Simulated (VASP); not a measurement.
Crystal: W.

```
CELL_PARAMETERS angstrom
-1.60785 1.60785 1.60785
1.60785 -1.60785 1.60785
1.60785 1.60785 -1.60785
ATOMIC_POSITIONS crystal
W 0.00000 0.00000 0.00000
```

```yaml
Program: VASP 6.6.1
Task: relaxation of cell and atoms
Functional: r2SCAN
Potentials_or_basis: VASP PAW PBE potentials, release 64 (W_sv)
Cutoff: 550 eV
k_mesh: 8 × 8 × 8
Occupations: fermi-dirac, width 0.1 eV
Spin: no spin polarisation
```

At the start: pressure -11.8 GPa; volume 16.63 Å³/atom.

Q: Where does the relaxation end?

A: Over 7 steps the energy falls by 24.6 meV/atom and the volume is 15.98 Å³/atom (-3.9 %); space group Im-3m (No. 229, to 0.05 Å).

The path:
| step | energy change (eV) | largest force (eV/Å) | pressure (GPa) | volume (Å³) |
| --- | --- | --- | --- | --- |
| 1 | 0.0000 | 0.0000 | -11.80 | 16.63 |
| 2 | 0.3436 | 0.0000 | 62.73 | 13.85 |
| 3 | -0.0245 | 0.0000 | -0.80 | 16.02 |
| 4 | -0.0246 | 0.0000 | -0.13 | 15.99 |
| 5 | -0.0246 | 0.0000 | 0.13 | 15.98 |
| 6 | -0.0246 | 0.0000 | -0.40 | 16.00 |
| 7 | -0.0246 | 0.0000 | 0.01 | 15.98 |

Final structure:
```
W
1.0
    -1.58676    1.58676    1.58676
     1.58676   -1.58676    1.58676
     1.58676    1.58676   -1.58676
W
1
Direct
  0.00000 0.00000 0.00000
```

Caveat: the PAW data sets were made with another functional, which shifts forces and pressure a little.
